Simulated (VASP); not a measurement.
A run of VASP 6.6.1:

The input INCAR:

```
PREC = Accurate
ENCUT = 520
EDIFF = 1E-6
ISMEAR = 0
SIGMA = 0.1
LREAL = False
LASPH = True
NELM = 80
ALGO = Fast
ISIF = 2
LWAVE = False
LCHARG = True
GGA = PE
LELF = True
LVHAR = True
NBANDS = 34
```

The input KPOINTS:

```
regular mesh
0
Gamma
  6 4 4
```

File POSCAR:

```
AsPt2
1.0
    3.5850632373      0.0000000000      0.0000000000
    0.0000000000      6.9767209187      0.0000000000
    0.0000000000      0.0000000000      4.1058622223
As Pt
2 4
Direct
    0.0000000000      0.0000000000      0.0000000000
    0.5000000000      0.5000000000      0.5000000000
    0.2451210241      0.3360039237      0.0000000000
    0.7548789759      0.6639960763      0.0000000000
    0.7451210241      0.1639960763      0.5000000000
    0.2548789759      0.8360039237      0.5000000000
```

Potentials or basis: VASP PAW PBE potentials, release 64 (As, Pt).

Command:

```sh
$ cat potpaw_PBE.64/As/POTCAR potpaw_PBE.64/Pt/POTCAR > POTCAR
$ mpirun -np 1 vasp_std > vasp.out
```

Hardware: 1 thread of Oxide Virtual Turin-like Processor (shared host).

Question: How long does it take, and how much memory?

Answer: Wall time 2.8 min on 1 thread of Oxide Virtual Turin-like Processor, on a shared host, peak memory 0.24 GiB. Counts: scf iterations 15, k points 36.
